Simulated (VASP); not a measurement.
Input of a VASP 6.6.1 run:

INCAR

```
SYSTEM = ZrS
ALGO = Normal
EDIFF = 1E-6
ENCUT = 520
GGA = PS
ISIF = 2
ISMEAR = 0
LASPH = .TRUE.
LCHARG = .FALSE.
LREAL = .FALSE.
LWAVE = .FALSE.
NBANDS = 16
NELM = 60
PREC = Accurate
SIGMA = 0.15
```

KPOINTS

```
k-points
0
G
  16 16 16
  0 0 0
```

POSCAR

```
ZrS
1.0
    0.0000000000      2.8350000000      2.4150000000
    2.8350000000      0.0000000000      2.4150000000
    2.8350000000      2.8350000000      0.0000000000
Zr S
1 1
Direct
    0.0000000000      0.0000000000      0.0000000000
    0.5000000000      0.5000000000      0.5000000000
```

Potentials or basis: VASP PAW PBE potentials, release 64 (Zr_sv, S).

Command:

```bash
$ cat potpaw_PBE.64/Zr_sv/POTCAR potpaw_PBE.64/S/POTCAR > POTCAR
$ mpirun -np 1 vasp_std > vasp.out
```

(1) Predict the band gap on the k mesh.

(2) Estimate the pressure.

## Answers

(1) zero (bands 9 and 10 overlap by 2.79 eV).

(2) -4.8 GPa.

Caveat: the cell differs from its parent crystal (strain +0.080 along x and y, -0.080 along z); the cell stands under tension; the PAW data sets were made with another functional, which shifts forces and pressure a little.
